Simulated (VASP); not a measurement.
A run of VASP 6.6.1 is set up as follows.

File POSCAR:

```
BN
1.0
    2.5691385665      0.0000000000      0.0000000000
   -1.2845692832      2.2249392645      0.0000000000
    0.0000000000      0.0000000000      4.2494810440
B N
2 2
Direct
    0.6666666667      0.3333333333      0.0002035746
    0.3333333333      0.6666666667      0.5002035746
    0.6666666667      0.3333333333      0.3747964254
    0.3333333333      0.6666666667      0.8747964254
```

Contents of INCAR.step1:

```
SYSTEM = BN
ALGO = Normal
EDIFF = 1E-4
ENCUT = 520
GGA = PE
ISMEAR = 0
LASPH = .TRUE.
LCHARG = .FALSE.
LREAL = .FALSE.
LWAVE = .TRUE.
NBANDS = 16
NELM = 80
PREC = Accurate
SIGMA = 0.01
```

Contents of INCAR.step2:

```
SYSTEM = BN
ALGO = Normal
EDIFF = 1E-6
ENCUT = 520
ISIF = 2
ISMEAR = 0
ISTART = 1
LASPH = .TRUE.
LCHARG = .TRUE.
LELF = .TRUE.
LMIXTAU = .TRUE.
LREAL = .FALSE.
LVHAR = .TRUE.
LWAVE = .FALSE.
METAGGA = R2SCAN
NBANDS = 16
NELM = 80
PREC = Accurate
SIGMA = 0.01
```

KPOINTS

```
k-points
0
G
  9 9 6
  0 0 0
```

Potentials or basis: VASP PAW PBE potentials, release 64 (B, N).

The run is started by

```bash
$ cat potpaw_PBE.64/B/POTCAR potpaw_PBE.64/N/POTCAR > POTCAR
$ cp INCAR.step1 INCAR
$ mpirun -np 1 vasp_std > vasp.out
$ cp INCAR.step2 INCAR
$ mpirun -np 1 vasp_std > vasp.out
```

(1) What does it give for the pressure?

(2) What does it give for the largest force?

(3) What does it give for the band gap on the k mesh?

Results:

(1) -10.0 GPa.

(2) 0.020 eV/Å.

(3) 5.76 eV (least direct gap 8.81 eV).

Caveat: the cell stands under tension; the PAW data sets were made with another functional, which shifts forces and pressure a little; an odd mesh through Γ misses points on the zone boundary, where band edges can lie.
